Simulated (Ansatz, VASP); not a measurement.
## One calculation of TaN, two programs

```
Ta N
1.0
     3.12290    0.00000    0.00000
    -1.56145    2.70451    0.00000
     0.00000    0.00000    6.09305
Ta N
2 2
Direct
  0.33333 0.66667 0.03104
  0.66667 0.33333 0.53104
  0.33333 0.66667 0.35396
  0.66667 0.33333 0.85396
```

Alike in both runs: functional PBE; dispersion D3(BJ); k mesh 18 × 18 × 8; occupations gaussian, width 0.1 eV; no spin polarisation.

Ansatz relaxed the structure, and its values are those at the end. VASP's run is a single point on that final structure, the one shown.

|  | VASP | Ansatz |
| --- | --- | --- |
| version | VASP 6.6.1 | Ansatz 0.2.0 |
| potentials or method | VASP PAW PBE potentials, release 64 (Ta_pv, N), cutoff 520 eV | scalar-relativistic, plane waves, PAW |
| valence electrons in the cell | 32 | 36 |

```tsv
	VASP	Ansatz	Ansatz less VASP
gap on the k mesh at the Fermi level (eV)	none	none	-
pressure (GPa)	0.6	0.0	-0.60
rms of the force components (eV/Å)	0.014	0.002	-0.0123
```

A gap of «none» marks a metal or a gap that the smearing closes. VASP's potentials hold 32 valence electrons a cell and Ansatz's 36, so a difference there can come from the potentials and not from the codes.

Neither program's run includes spin-orbit coupling.
